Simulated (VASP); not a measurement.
A run of VASP 6.6.1 is set up as follows.

Contents of POSCAR:

```
CdSe
1.0
    0.0000000000      2.8739580000      2.8739580000
    2.8739580000      0.0000000000      2.8739580000
    2.8739580000      2.8739580000      0.0000000000
Cd Se
1 1
Direct
    0.0000000000      0.0000000000      0.0000000000
    0.5000000000      0.5000000000      0.5000000000
```

Contents of INCAR.step1:

```
  PREC = Accurate
  ENCUT = 550
  ISMEAR = -5
  SIGMA = 0.05
  LREAL = False
  LASPH = True
  NELM = 200
  MAGMOM = 0 0 0 0 0 0
  LSORBIT = True
  GGA_COMPAT = False
  NBANDS = 30
  GGA = PE
  ALGO = Normal
  EDIFF = 1E-5
  LWAVE = True
  LCHARG = False
```

Contents of INCAR.step2:

```
  PREC = Accurate
  ENCUT = 550
  EDIFF = 1E-6
  ISMEAR = -5
  SIGMA = 0.05
  LREAL = False
  LASPH = True
  NELM = 200
  ALGO = Normal
  ISIF = 2
  LWAVE = False
  LCHARG = False
  MAGMOM = 0 0 0 0 0 0
  LORBIT = 11
  LSORBIT = True
  GGA_COMPAT = False
  LORBMOM = True
  METAGGA = R2SCAN
  LMIXTAU = True
  LUSE_VDW = True
  IVDW_NL = 2
  BPARAM = 11.95
  CPARAM = 0.0093
  NBANDS = 30
  ISTART = 1
```

File KPOINTS:

```
regular mesh
0
Gamma
  8 8 8
```

Potentials or basis: VASP PAW PBE potentials, release 64 (Cd, Se).

Launch:

```bash
$ cat potpaw_PBE.64/Cd/POTCAR potpaw_PBE.64/Se/POTCAR > POTCAR
$ cp INCAR.step1 INCAR
$ mpirun -np 1 vasp_ncl > vasp.out
$ cp INCAR.step2 INCAR
$ mpirun -np 1 vasp_ncl > vasp.out
```

Question: Estimate the net moment.

Answer: 0.00 μB per cell.

Question: Predict the pressure.

Answer: -2.7 GPa.

Moments on the atoms (μB; x, y, z):
```
Cd  0.00 0.00 0.00
Se  0.00 0.00 0.00
```

Caveat: the PAW data sets were made with another functional, which shifts forces and pressure a little.
